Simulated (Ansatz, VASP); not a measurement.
**Two plane-wave programs on Ti**

```
Ti
1.0
    -1.56499    1.56499    1.52486
     1.56499   -1.56499    1.52486
     1.56499    1.56499   -1.52486
Ti
1
Direct
  0.00000 0.00000 0.00000
```

Change from the starting cell: strain -0.025 along x and y, -0.050 along z, atoms carried along.

Alike in both runs: task single point; functional PBEsol; k mesh 26 × 26 × 26; occupations gaussian, width 0.15 eV; no spin polarisation.

|  | VASP | Ansatz |
| --- | --- | --- |
| version | VASP 6.6.1 | Ansatz 0.2.0 |
| potentials or method | VASP PAW PBE potentials, release 64 (Ti_sv), cutoff 520 eV | scalar-relativistic, plane waves, PAW |
| valence electrons in the cell | 12 | 12 |

|  | VASP | Ansatz | Ansatz less VASP |
| --- | --- | --- | --- |
| gap on the k mesh at the Fermi level (eV) | none | none | - |
| pressure (GPa) | 13.1 | 13.6 | +0.55 |
| traceless stress, the component that is largest in VASP (GPa) | -0.31 | -0.30 | +0.005 |

VASP's potentials were made for PBE, not for PBEsol. A gap of «none» marks a metal or a gap that the smearing closes. With one functional, cell and mesh, what is left measures potentials, basis and numerics.
